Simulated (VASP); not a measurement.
# C in VASP: settings compared, part 2 of 2

VASP 6.6.1. The steps go on from the part before.

## (4) Single point, r2SCAN

POSCAR reads:

```
C
1.0
    0.0000000000      1.7801241411      1.7801241411
    1.7801241411      0.0000000000      1.7801241411
    1.7801241411      1.7801241411      0.0000000000
C
2
Direct
    0.0000000000      0.0000000000      0.0000000000
    0.2500000000      0.2500000000      0.2500000000
```

INCAR.step1 reads:

```
SYSTEM = C
  PREC = Accurate
  ENCUT = 520
  ISMEAR = 0
  SIGMA = 0.01
  LREAL = .False.
  LASPH = .True.
  NELM = 80
  NBANDS = 11
  GGA = PE
  ALGO = Normal
  EDIFF = 1E-4
  LWAVE = .True.
  LCHARG = .False.
```

INCAR.step2 reads:

```
SYSTEM = C
  PREC = Accurate
  ENCUT = 520
  EDIFF = 1E-6
  ISMEAR = 0
  SIGMA = 0.01
  LREAL = .False.
  LASPH = .True.
  NELM = 80
  ALGO = Normal
  ISIF = 2
  LWAVE = .False.
  LCHARG = .False.
  METAGGA = R2SCAN
  LMIXTAU = .True.
  NBANDS = 11
  ISTART = 1
```

KPOINTS reads:

```
Automatic mesh
0
Gamma
  12 12 12
  0 0 0
```

Potentials or basis: VASP PAW PBE potentials, release 64 (C).

Run with:

```sh
> cat potpaw_PBE.64/C/POTCAR > POTCAR
> cp INCAR.step1 INCAR
> mpirun -np 1 vasp_std > vasp.out
> cp INCAR.step2 INCAR
> mpirun -np 1 vasp_std > vasp.out
```

OUTCAR:

```text
SYSTEM = C
   PREC = Accurate
   ENCUT = 520
   EDIFF = 1E-6
   ISMEAR = 0
   LREAL = .False.
   LASPH = .True.
   NELM = 80
   ISIF = 2
   METAGGA = R2SCAN
   ISTART = 1

 ion  position               nearest neighbor table
   1  0.000  0.000  0.000-   2 1.54   2 1.54   2 1.54   2 1.54
   2  0.250  0.250  0.250-   1 1.54   1 1.54   1 1.54   1 1.54

  LATTYP: Found a face centered cubic cell.
 ALAT       =     3.5602482822

  Lattice vectors:

 A1 = (   0.0000000000,   1.7801241411,   1.7801241411)
 A2 = (   1.7801241411,   0.0000000000,   1.7801241411)
 A3 = (   1.7801241411,   1.7801241411,   0.0000000000)

Analysis of symmetry for initial positions (statically):
=====================================================================
 Subroutine PRICEL returns:
 Original cell was already a primitive cell.

 Routine SETGRP: Setting up the symmetry group for a
 face centered cubic supercell.

 Subroutine GETGRP returns: Found 48 space group operations
 (whereof 24 operations were pure point group operations)
 out of a pool of 48 trial point group operations.

The static configuration has the point symmetry T_d .
 The point group associated with its full space group is O_h .

Analysis of symmetry for dynamics (positions and initial velocities):
=====================================================================
 Subroutine PRICEL returns:
 Original cell was already a primitive cell.

 Routine SETGRP: Setting up the symmetry group for a
 face centered cubic supercell.

 Subroutine GETGRP returns: Found 48 space group operations
 (whereof 24 operations were pure point group operations)
 out of a pool of 48 trial point group operations.

The dynamic configuration has the point symmetry T_d .
 The point group associated with its full space group is O_h .

 Subroutine INISYM returns: Found 48 space group operations
 (whereof 24 operations are pure point group operations),
 and found     1 'primitive' translations

[... 119 lines left out ...]
   METAGGA = R2SCAN    functional components
   LHFCALC =     F    Hartree Fock is set to
   AEXX    =    0.0000 exact exchange contribution
   IVDW    =     0    specifies the selected vdW correction
   LEPSILON=     F    determine dielectric tensor
   LRPA    =     F    only Hartree local field effects (RPA)
 non-spin polarized calculation
 Gauss-broadening in eV      SIGMA  =   0.01
  energy-cutoff  :      520.00
  volume of cell :       11.28
 maximum number of plane-waves:       313
   NGX =  9   NGY =  9   NGZ =  9

 number of electron       7.9999999 magnetization

 Free energy of the ion-electron system (eV)
  ---------------------------------------------------
  ext. energy  EPLUGINS =         0.00000000
  ---------------------------------------------------
  free energy    TOTEN  =       -19.65721359 eV

  energy without entropy =      -19.65721359  energy(sigma->0) =      -19.65721359

 E-fermi :   9.9643     XC(G=0): -14.2879

 val. band max:        9.7924434389   @ k =   0.0000   0.0000   0.0000
 cond. band min:      14.1477600662   @ k =   0.3333   0.3333   0.0000
 fundamental gap:      4.3553166274
 Fermi energy:         9.9642579403

 k-point     1 :       0.0000    0.0000    0.0000
  band No.  band energies     occupation
      1     -12.9788      2.00000
      2       9.7924      2.00000
      3       9.7924      2.00000
      4       9.7924      2.00000
      5      15.6430      0.00000
      6      15.6430      0.00000
      7      15.6430      0.00000
      8      23.7418      0.00000
      9      30.2615      0.00000
     10      37.2412      0.00000
     11      37.2412      0.00000
[... 309 lines left out ...]
 k-point    24 :      -0.4167    0.1667    0.0000
  band No.  band energies     occupation
      1      -6.5515      2.00000
      2      -3.4549      2.00000
      3       3.9518      2.00000
      4       5.9658      2.00000
      5      17.7199      0.00000
      6      20.5926      0.00000
      7      21.5806      0.00000
      8      26.2477      0.00000
      9      30.4182      0.00000
     10      35.1260      0.00000
     11      35.9018      0.00000

 [... further k-points ...]

------------------------ aborting loop because EDIFF is reached ----------------------------------------

  FORCE on cell =-STRESS in cart. coord.  units (eV):
  Direction    XX          YY          ZZ          XY          YZ          ZX
  --------------------------------------------------------------------------------------
  -------------------------------------------------------------------------------------
  Total        0.0798264      0.0798264      0.0798264      0.0000000     -0.0000000      0.0000000
  in kB       11.3364255     11.3364255     11.3364255      0.0000000     -0.0000000      0.0000000
  external PRESSURE =      11.3364255 kB  Pullay stress =       0.0000000 kB

 VOLUME and BASIS-vectors are now :
 -----------------------------------------------------------------------------
  energy-cutoff  :      520.00
  volume of cell :       11.28
      direct lattice vectors                 reciprocal lattice vectors
     0.000000000  1.780124141  1.780124141    -0.280879287  0.280879287  0.280879287
     1.780124141  0.000000000  1.780124141     0.280879287 -0.280879287  0.280879287
     1.780124141  1.780124141  0.000000000     0.280879287  0.280879287 -0.280879287

 POSITION                                       TOTAL-FORCE (eV/Angst)
 -----------------------------------------------------------------------------------
      0.00000      0.00000      0.00000        -0.000000      0.000000      0.000000
      0.89006      0.89006      0.89006         0.000000     -0.000000     -0.000000
 -----------------------------------------------------------------------------------
    total drift:                                0.000000      0.000000      0.000000

  FREE ENERGIE OF THE ION-ELECTRON SYSTEM (eV)
  ---------------------------------------------------
  free  energy   TOTEN  =       -19.6572135873 eV

  energy  without entropy=      -19.6572135873  energy(sigma->0) =      -19.65721359
```

OSZICAR.step1:

```text
N       E                     dE             d eps       ncg     rms          rms(c)
DAV:   1     0.610691816801E+00    0.61069E+00   -0.48464E+03  1643   0.724E+02
DAV:   2    -0.184716850288E+02   -0.19082E+02   -0.18628E+02  2066   0.123E+02
DAV:   3    -0.188326602765E+02   -0.36098E+00   -0.36018E+00  1827   0.130E+01
DAV:   4    -0.188332602534E+02   -0.59998E-03   -0.59996E-03  1721   0.670E-01
DAV:   5    -0.188332609506E+02   -0.69712E-06   -0.69714E-06  1780   0.213E-02    0.560E+00
DAV:   6    -0.183458707129E+02    0.48739E+00   -0.25420E-01  1617   0.356E+00    0.335E+00
DAV:   7    -0.181818565573E+02    0.16401E+00   -0.31095E-01  1689   0.398E+00    0.767E-01
DAV:   8    -0.181836876803E+02   -0.18311E-02   -0.87066E-03  1656   0.698E-01    0.438E-02
DAV:   9    -0.181837283093E+02   -0.40629E-04   -0.61515E-05  1755   0.634E-02
   1 F= -.18183728E+02 E0= -.18183728E+02  d E =-.711575E-43
```

It took 32 s on 1 thread of AMD EPYC 7R13 (Zen 3), shared host; peak memory 0.09 GiB.

Results:

```yaml
Free_energy: -19.6572 eV
Pressure: 1.1 GPa
Band_gap_on_the_k_mesh: 4.36 eV, indirect (least direct gap 5.85 eV)
```

Caveat: the PAW data sets were made with another functional, which shifts forces and pressure a little.

## (5) Single point, PBE (epitaxial xy strain -4.0%)

INCAR reads:

```
SYSTEM = C
PREC = Accurate
ENCUT = 520
EDIFF = 1E-6
ISMEAR = -1
SIGMA = 0.02
LREAL = .False.
LASPH = .True.
NELM = 60
ALGO = Normal
ISIF = 2
LWAVE = .False.
LCHARG = .False.
GGA = PE
NBANDS = 11
```

KPOINTS reads:

```
regular mesh
0
Gamma
  12 12 12
  0 0 0
```

POSCAR reads:

```
C
1.0
    0.0000000000      1.7089191755      1.7961065767
    1.7089191755      0.0000000000      1.7961065767
    1.7089191755      1.7089191755      0.0000000000
C
2
Direct
    0.0000000000      0.0000000000      0.0000000000
    0.2500000000      0.2500000000      0.2500000000
```

Potentials or basis: VASP PAW PBE potentials, release 64 (C).

Run with:

```sh
> cat potpaw_PBE.64/C/POTCAR > POTCAR
> mpirun -np 1 vasp_std > vasp.out
```

OUTCAR:

```text
SYSTEM = C
   PREC = Accurate
   ENCUT = 520
   EDIFF = 1E-6
   ISMEAR = -1
   LREAL = .False.
   LASPH = .True.
   NELM = 60
   ISIF = 2
   GGA = PE

 ion  position               nearest neighbor table
   1  0.000  0.000  0.000-   2 1.51   2 1.51   2 1.51   2 1.51
   2  0.250  0.250  0.250-   1 1.51   1 1.51   1 1.51   1 1.51

  LATTYP: Found a body centered tetragonal cell.
 ALAT       =     2.4167766750
 C/A-ratio  =     1.4863653686

  Lattice vectors:

 A1 = (  -1.7089191755,   0.0000000000,   1.7961065767)
 A2 = (   1.7089191755,   0.0000000000,   1.7961065767)
 A3 = (   0.0000000000,   1.7089191755,  -1.7961065767)

Analysis of symmetry for initial positions (statically):
=====================================================================
 Subroutine PRICEL returns:
 Original cell was already a primitive cell.

 Routine SETGRP: Setting up the symmetry group for a
 body centered tetragonal supercell.

 Subroutine GETGRP returns: Found 16 space group operations
 (whereof  8 operations were pure point group operations)
 out of a pool of 16 trial point group operations.

The static configuration has the point symmetry D_2d.
 The point group associated with its full space group is D_4h.

[... 173 lines left out ...]
      5      16.5171      0.00000
      6      16.5171      0.00000
      7      17.1556      0.00000
      8      26.0192      0.00000
      9      31.2530      0.00000
     10      36.6364      0.00000
     11      37.5389      0.00000
[... 309 lines left out ...]
 k-point    24 :      -0.4167    0.1667    0.0000
  band No.  band energies     occupation
      1      -4.9414      2.00000
      2      -2.5563      2.00000
      3       4.5337      2.00000
      4       7.5699      2.00000
      5      19.3439      0.00000
      6      21.7405      0.00000
      7      22.7066      0.00000
      8      27.4146      0.00000
      9      31.6280      0.00000
     10      36.0611      0.00000
     11      36.8126      0.00000

 [... further k-points ...]

------------------------ aborting loop because EDIFF is reached ----------------------------------------

  FORCE on cell =-STRESS in cart. coord.  units (eV):
  Direction    XX          YY          ZZ          XY          YZ          ZX
  --------------------------------------------------------------------------------------
  -------------------------------------------------------------------------------------
  Total        3.9311115      3.9311115      0.4741207      0.0000000     -0.0000000      0.0000000
  in kB      600.3725139    600.3725139     72.4093000      0.0000000     -0.0000000      0.0000000
  external PRESSURE =     424.3847760 kB  Pullay stress =       0.0000000 kB

 VOLUME and BASIS-vectors are now :
 -----------------------------------------------------------------------------
  energy-cutoff  :      520.00
  volume of cell :       10.49
      direct lattice vectors                 reciprocal lattice vectors
     0.000000000  1.708919175  1.796106577    -0.292582591  0.292582591  0.278379917
     1.708919175  0.000000000  1.796106577     0.292582591 -0.292582591  0.278379917
     1.708919175  1.708919175  0.000000000     0.292582591  0.292582591 -0.278379917

 POSITION                                       TOTAL-FORCE (eV/Angst)
 -----------------------------------------------------------------------------------
      0.00000      0.00000      0.00000         0.000000      0.000000      0.000000
      0.85446      0.85446      0.89805        -0.000000     -0.000000     -0.000000
 -----------------------------------------------------------------------------------
    total drift:                               -0.000000     -0.000000     -0.000000

  FREE ENERGIE OF THE ION-ELECTRON SYSTEM (eV)
  ---------------------------------------------------
  free  energy   TOTEN  =       -18.0143598374 eV

  energy  without entropy=      -18.0143598373  energy(sigma->0) =      -18.01435984
```

stdout:

```text
POSCAR found type information on POSCAR C
 POSCAR found :  1 types and       2 ions
 scaLAPACK will be used
 LDA part: xc-table for (Slater+PW92), standard interpolation
 POSCAR, INCAR and KPOINTS ok, starting setup
 FFT: planning ... GRIDC
 FFT: planning ... GRID_SOFT
 FFT: planning ... GRID
 WAVECAR not read
 entering main loop
```

Wall time 12 s (1 thread of AMD EPYC 7R13 (Zen 3), shared host); peak memory 0.09 GiB.

What came out:

```
Free energy            : -18.0144 eV
Pressure               : 42.4 GPa
Band gap on the k mesh : 3.67 eV, indirect (least direct gap 5.34 eV)
```

Caveat: the cell differs from its parent crystal (epitaxial xy strain -4.0%). A k mesh can miss the band edges.

## (6) Single point, PBE (uniaxial x strain -1.5%)

INCAR reads:

```
ALGO = Normal ; EDIFF = 1E-6
ENCUT = 520 ; GGA = PE
ISIF = 2 ; ISMEAR = -1
LASPH = T ; LCHARG = F
LREAL = F ; LWAVE = F
NBANDS = 11 ; NELM = 100
PREC = Accurate ; SIGMA = 0.02
```

KPOINTS reads:

```
k-points
0
Gamma
  12 12 12
```

POSCAR reads:

```
C
1.0
    0.0000000000      1.7801241411      1.7801241411
    1.7534222790      0.0000000000      1.7801241411
    1.7534222790      1.7801241411      0.0000000000
C
2
Direct
    0.0000000000      0.0000000000      0.0000000000
    0.2500000000      0.2500000000      0.2500000000
```

Potentials or basis: VASP PAW PBE potentials, release 64 (C).

Run with:

```sh
> cat potpaw_PBE.64/C/POTCAR > POTCAR
> mpirun -np 1 vasp_std > vasp.out
```

Run time: 14 s. Hardware: 1 thread of AMD EPYC 7R13 (Zen 3), shared host; peak memory 0.09 GiB.

The run converged. Its results:

- Free energy: -18.1697 eV
- Pressure: 11.9 GPa
- Band gap on the k mesh: 3.81 eV, indirect (least direct gap 5.37 eV)

Stress tensor (GPa, compression positive):
```
21.37  0.00  0.00
 0.00  7.22  0.00
 0.00  0.00  7.22
```

Levels at points of the mesh, in eV from the valence-band top:
| k point | band 2 | band 3 | band 4 | band 5 | band 6 | band 7 |
| --- | --- | --- | --- | --- | --- | --- |
| (0.00, 0.00, 0.00) | -0.23 | -0.23 | 0.00 | 5.37 | 5.56 | 5.56 |
| (0.50, 0.00, 0.00) | -13.75 | -3.14 | -2.87 | 8.33 | 8.34 | 9.10 |
| (0.50, 0.50, 0.00) | -13.14 | -6.50 | -6.50 | 4.77 | 4.77 | 16.93 |
| (0.00, 0.50, 0.50) | -12.90 | -6.73 | -6.73 | 4.41 | 4.41 | 17.02 |

Caveat: the cell differs from its parent crystal (uniaxial x strain -1.5%). A k mesh can miss the band edges.

## (7) Summary

| level | cell | smearing | gap on the mesh (eV) | pressure (GPa) |
| --- | --- | --- | --- | --- |
| PBE | a = 2.517 Å, angles 60.0°, 2 atoms | fermi-dirac 0.02 eV | 4.17 | 4.9 |
| r2SCAN | a = 2.417 Å, angles 60.0°, 2 atoms | gaussian 0.01 eV | 4.65 | 70.6 |
| r2SCAN | a = 2.517 Å, angles 60.0°, 2 atoms | gaussian 0.01 eV | 4.36 | 1.1 |
| PBE | a = 2.479, b = 2.479, c = 2.417 Å, angles 60.8, 60.8, 58.3°, 2 atoms | fermi-dirac 0.02 eV | 3.67 | 42.4 |
| PBE | a = 2.517, b = 2.499, c = 2.499 Å, angles 60.5, 59.8, 59.8°, 2 atoms | fermi-dirac 0.02 eV | 3.81 | 11.9 |

Alike in all rows: task single point; potentials or basis VASP PAW PBE potentials, release 64 (C); no spin polarisation; k mesh 12 × 12 × 12; cutoff (eV) 520.

Caveats: the PAW data sets were made with another functional, which shifts forces and pressure a little (some runs).

Absolute energies hang on the potentials; compare differences alone.
